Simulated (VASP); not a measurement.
# TiNi (Pm-3m) in VASP: notebook, part 3 of 3

VASP 6.6.1.

**6. Single point, r2SCAN, collinear spin, ferromagnetic start**

This run uses another cell than the first one, of 13.35 Å³/atom, 1.006 times its volume.

The input, POSCAR:

```
TiNi
1.0
    2.9887894991      0.0000000000      0.0000000000
    0.0000000000      2.9887894991      0.0000000000
    0.0000000000      0.0000000000      2.9887894991
Ti Ni
1 1
Direct
    0.5000000000      0.5000000000      0.5000000000
    0.0000000000      0.0000000000      0.0000000000
```

The input, INCAR.step1:

```
SYSTEM = TiNi
  PREC = Accurate
  ENCUT = 520
  ISMEAR = 0
  SIGMA = 0.1
  LREAL = .FALSE.
  LASPH = .TRUE.
  NELM = 150
  ISPIN = 2
  MAGMOM = 0.51 0.4
  LMAXMIX = 4
  NBANDS = 22
  GGA = PE
  ALGO = Normal
  EDIFF = 1E-4
  LWAVE = .TRUE.
  LCHARG = .FALSE.
```

The input, INCAR.step2:

```
SYSTEM = TiNi
  PREC = Accurate
  ENCUT = 520
  EDIFF = 1E-6
  ISMEAR = 0
  SIGMA = 0.1
  LREAL = .FALSE.
  LASPH = .TRUE.
  NELM = 150
  ALGO = Normal
  ISIF = 2
  LWAVE = .FALSE.
  LCHARG = .FALSE.
  ISPIN = 2
  MAGMOM = 0.51 0.4
  LORBIT = 11
  LMAXMIX = 4
  METAGGA = R2SCAN
  LMIXTAU = .TRUE.
  NBANDS = 22
  ISTART = 1
```

The input, KPOINTS:

```
Automatic mesh
0
G
  14 14 14
  0 0 0
```

Potentials or basis: VASP PAW PBE potentials, release 64 (Ti_sv, Ni).

Started as:

```bash
$ cat potpaw_PBE.64/Ti_sv/POTCAR potpaw_PBE.64/Ni/POTCAR > POTCAR
$ cp INCAR.step1 INCAR
$ mpirun -np 1 vasp_std > vasp.out
$ cp INCAR.step2 INCAR
$ mpirun -np 1 vasp_std > vasp.out
```

OUTCAR:

```text
SYSTEM = TiNi
   PREC = Accurate
   ENCUT = 520
   EDIFF = 1E-6
   ISMEAR = 0
   LREAL = .FALSE.
   LASPH = .TRUE.
   NELM = 150
   ISIF = 2
   ISPIN = 2
   LORBIT = 11
   METAGGA = R2SCAN
   ISTART = 1

 ion  position               nearest neighbor table
   1  0.500  0.500  0.500-   2 2.59   2 2.59   2 2.59   2 2.59   2 2.59   2 2.59   2 2.59   2 2.59

   2  0.000  0.000  0.000-   1 2.59   1 2.59   1 2.59   1 2.59   1 2.59   1 2.59   1 2.59   1 2.59

  LATTYP: Found a simple cubic cell.
 ALAT       =     2.9887894991

  Lattice vectors:

 A1 = (   2.9887894991,   0.0000000000,   0.0000000000)
 A2 = (   0.0000000000,   2.9887894991,   0.0000000000)
 A3 = (   0.0000000000,   0.0000000000,   2.9887894991)

Analysis of symmetry for initial positions (statically):
=====================================================================
 Subroutine PRICEL returns:
 Original cell was already a primitive cell.

 Routine SETGRP: Setting up the symmetry group for a
 simple cubic supercell.

 Subroutine GETGRP returns: Found 48 space group operations
 (whereof 48 operations were pure point group operations)
 out of a pool of 48 trial point group operations.

The static configuration has the point symmetry O_h .
[... 792 lines left out ...]
      2     -25.0769      1.00000
      3     -25.0769      1.00000
      4     -25.0769      1.00000
      5       1.3170      1.00000
      6       5.5287      1.00000
[... 589 lines left out ...]
     21      28.3839      0.00000
     22      29.6683      0.00000

 [... further k-points ...]
[... 5 lines left out ...]
  --------------------------------------------------------------------------------------
  -------------------------------------------------------------------------------------
  Total        0.0831429      0.0831429      0.0831429      0.0000000      0.0000000      0.0000000
  in kB        4.9894144      4.9894144      4.9894144      0.0000000      0.0000000      0.0000000
  external PRESSURE =       4.9894144 kB  Pullay stress =       0.0000000 kB

 VOLUME and BASIS-vectors are now :
 -----------------------------------------------------------------------------
  energy-cutoff  :      520.00
  volume of cell :       26.70
      direct lattice vectors                 reciprocal lattice vectors
     2.988789499  0.000000000  0.000000000     0.334583617  0.000000000  0.000000000
     0.000000000  2.988789499  0.000000000     0.000000000  0.334583617  0.000000000
     0.000000000  0.000000000  2.988789499     0.000000000  0.000000000  0.334583617

 POSITION                                       TOTAL-FORCE (eV/Angst)
 -----------------------------------------------------------------------------------
      1.49439      1.49439      1.49439         0.000000      0.000000      0.000000
      0.00000      0.00000      0.00000         0.000000      0.000000      0.000000
 -----------------------------------------------------------------------------------
    total drift:                                0.000000      0.000000     -0.000000

  FREE ENERGIE OF THE ION-ELECTRON SYSTEM (eV)
  ---------------------------------------------------
  free  energy   TOTEN  =       -25.5790045353 eV

  energy  without entropy=      -25.5665026290  energy(sigma->0) =      -25.57275358

 total charge

# of ion       s       p       d       tot
------------------------------------------
    1        2.238   6.176   1.797  10.211
    2        0.600   0.513   8.335   9.448
--------------------------------------------------
tot          2.838   6.689  10.132  19.658

 magnetization (x)

# of ion       s       p       d       tot
------------------------------------------
    1       -0.000  -0.000  -0.000  -0.000
    2       -0.000  -0.000  -0.000  -0.000
--------------------------------------------------
tot         -0.000  -0.000  -0.000  -0.000
```

OUTCAR.step1:

```text
SYSTEM = TiNi
   PREC = Accurate
   ENCUT = 520
   ISMEAR = 0
   LREAL = .FALSE.
   LASPH = .TRUE.
[... 1446 lines left out ...]
      1.49439      1.49439      1.49439         0.000000      0.000000      0.000000
      0.00000      0.00000      0.00000         0.000000      0.000000      0.000000
 -----------------------------------------------------------------------------------
    total drift:                                0.000000      0.000000     -0.000000

  FREE ENERGIE OF THE ION-ELECTRON SYSTEM (eV)
  ---------------------------------------------------
  free  energy   TOTEN  =       -14.0195782012 eV

  energy  without entropy=      -14.0053238895  energy(sigma->0) =      -14.01245105
```

Wall time 3.3 min (1 thread of Intel Xeon 6975P-C (Granite Rapids), shared host); peak memory 0.23 GiB.

Results:

```yaml
Free_energy: -25.5790 eV
Pressure: 0.5 GPa
Band_gap_on_the_k_mesh: zero (filled and empty bands overlap)
Net_moment: 0.00 μB per cell
Valence_electrons_inside_the_program's_atomic_spheres: Ti 10.21; Ni 9.45
```

Caveat: the PAW data sets were made with another functional, which shifts forces and pressure a little.

**7. Overview**

```csv
spin,cell,k mesh,gap on the mesh (eV),pressure (GPa)
off,"a = 2.983 Å, 2 atoms",14 × 14 × 14,none,1.5
off,"a = 2.994 Å, 2 atoms",14 × 14 × 14,none,-0.5
off,"a = 2.715 Å, 2 atoms",16 × 16 × 16,none,90.8
off,"a = 2.802 Å, 2 atoms",16 × 16 × 16,none,50.7
"collinear, ferromagnetic start","a = 2.989 Å, 2 atoms",14 × 14 × 14,none,0.5
```

Alike in all rows: task single point; level r2SCAN; potentials or basis VASP PAW PBE potentials, release 64 (Ti_sv, Ni); cutoff (eV) 520; smearing gaussian 0.1 eV.

Caveats: the PAW data sets were made with another functional, which shifts forces and pressure a little.

Absolute energies hang on the potentials; compare differences alone.
